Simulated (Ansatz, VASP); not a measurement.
Two plane-wave programs on KTaO3

```
K Ta O
1.0
     3.82453    0.00000    0.00000
     0.00000    3.82453    0.00000
     0.00000    0.00000    3.98133
K Ta O
1 1 3
Direct
  0.50000 0.50000 0.50000
  0.00000 0.00000 0.00000
  0.50000 0.00000 0.00000
  0.00000 0.50000 0.00000
  0.00000 0.00000 0.50000
```

Alike in both runs: task single point; functional PBEsol; k mesh 8 × 8 × 8; occupations gaussian, width 0.05 eV; no spin polarisation.

|  | VASP | Ansatz |
| --- | --- | --- |
| version | VASP 6.6.1 | Ansatz 0.2.0 |
| potentials or method | VASP PAW PBE potentials, release 64 (K_sv, Ta_pv, O), cutoff 520 eV | scalar-relativistic, plane waves, PAW |
| valence electrons in the cell | 38 | 40 |

Ansatz gave:

- gap on the k mesh at the Fermi level (eV): 2.26
- least direct gap on the mesh (eV): 2.78
- pressure (GPa): 21.1
- traceless stress, the component that is largest in VASP (GPa): -13.32

Question: What did VASP give for the same quantities?

Answer: gap on the k mesh at the Fermi level (eV): 2.21; least direct gap on the mesh (eV): 2.74; pressure (GPa): 22.3; traceless stress, the component that is largest in VASP (GPa): -13.61.

VASP's potentials were made for PBE, not for PBEsol. VASP's potentials hold 38 valence electrons a cell and Ansatz's 40, so a difference there can come from the potentials and not from the codes.

Spin-orbit coupling is off throughout.
